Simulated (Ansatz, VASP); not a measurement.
# NbP: VASP beside Ansatz

```
Nb P
1.0
    -1.66750    1.66750    5.68950
     1.66750   -1.66750    5.68950
     1.66750    1.66750   -5.68950
Nb P
2 2
Direct
  0.75007 0.75007 0.00000
  0.50007 0.00007 0.50000
  0.33256 0.33256 0.00000
  0.08256 0.58256 0.50000
```

Alike in both runs: functional PBE; k mesh 18 × 18 × 18; occupations gaussian, width 0.1 eV; no spin polarisation.

Ansatz relaxed the structure, and its values are those at the end. VASP's run is a single point on that final structure, the one shown.

|  | VASP | Ansatz |
| --- | --- | --- |
| version | VASP 6.6.1 | Ansatz 0.2.0 |
| potentials or method | VASP PAW PBE potentials, release 64 (Nb_sv, P), cutoff 520 eV | scalar-relativistic, plane waves, PAW |
| valence electrons in the cell | 36 | 36 |

|  | VASP | Ansatz | Ansatz less VASP |
| --- | --- | --- | --- |
| gap on the k mesh at the Fermi level (eV) | none | none | - |
| pressure (GPa) | 1.8 | 2.2 | +0.41 |

A gap of «none» marks a metal or a gap that the smearing closes. Ansatz's warnings: stress scf threshold loose.
